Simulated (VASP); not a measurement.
SrAl2Te3:

```
Sr Al Te
1.0
     6.69843    0.00000    0.00000
    -3.34922    5.80101    0.00000
     0.00000    0.00000    4.07880
Sr Al Te
1 2 3
Cartesian
  0.0000 0.0000 0.0000
  0.0000 3.8673 0.0000
  3.3492 1.9337 0.0000
  3.3492 0.0000 2.0394
  1.6746 2.9005 2.0394
  -1.6746 2.9005 2.0394
```

- Program: VASP 6.6.1
- Task: relaxation of cell and atoms
- Functional: PBE
- Potentials or basis: VASP PAW PBE potentials, release 64 (Sr_sv, Al, Te)
- Cutoff: 600 eV
- k mesh: 3 × 3 × 4
- Occupations: gaussian, width 0.1 eV
- Spin: no spin polarisation

At the start: pressure 7.3 GPa; volume 26.42 Å³/atom.

Question: How do energy, volume and symmetry change on relaxing?

Answer: Over 9 steps the energy falls by 171.5 meV/atom and the volume is 30.87 Å³/atom (+16.9 %); space group P6/mmm (No. 191, to 0.1 Å) before and after.

Step by step:
| step | energy change (eV) | largest force (eV/Å) | pressure (GPa) | volume (Å³) |
| --- | --- | --- | --- | --- |
| 1 | 0.0000 | 0.0000 | 7.30 | 158.49 |
| 2 | -0.5979 | 0.0000 | -0.79 | 187.68 |
| 3 | -0.5981 | 0.0000 | -0.67 | 187.07 |
| 4 | -0.8860 | 0.0000 | -1.16 | 190.41 |
| 5 | -0.4874 | 0.0000 | -0.67 | 197.32 |
| 6 | -0.9852 | 0.0000 | -1.59 | 193.42 |
| 7 | -0.9873 | 0.0000 | -1.52 | 192.89 |
| 8 | -1.0262 | 0.0000 | 0.40 | 183.31 |
| 9 | -1.0292 | 0.0000 | -0.04 | 185.21 |

Final structure:
```cif
data_structure
_symmetry_space_group_name_H-M 'P 1'
_symmetry_Int_Tables_number 1
_cell_length_a 7.4361
_cell_length_b 7.4361
_cell_length_c 3.8677
_cell_angle_alpha 90.000
_cell_angle_beta 90.000
_cell_angle_gamma 120.000
_cell_volume 185.21
loop_
_atom_site_label
_atom_site_type_symbol
_atom_site_fract_x
_atom_site_fract_y
_atom_site_fract_z
_atom_site_occupancy
Sr1 Sr 0.00000 0.00000 0.00000 1
Al1 Al 0.33333 0.66667 0.00000 1
Al2 Al 0.66667 0.33333 0.00000 1
Te1 Te 0.50000 0.00000 0.50000 1
Te2 Te 0.50000 0.50000 0.50000 1
Te3 Te 0.00000 0.50000 0.50000 1
```

Caveat: the k points lie up to 0.41 Å⁻¹ apart in the final cell, too coarse for converged energies and pressures of a metal; the volume moved by over 15 % at a fixed basis, so the end points are rough.
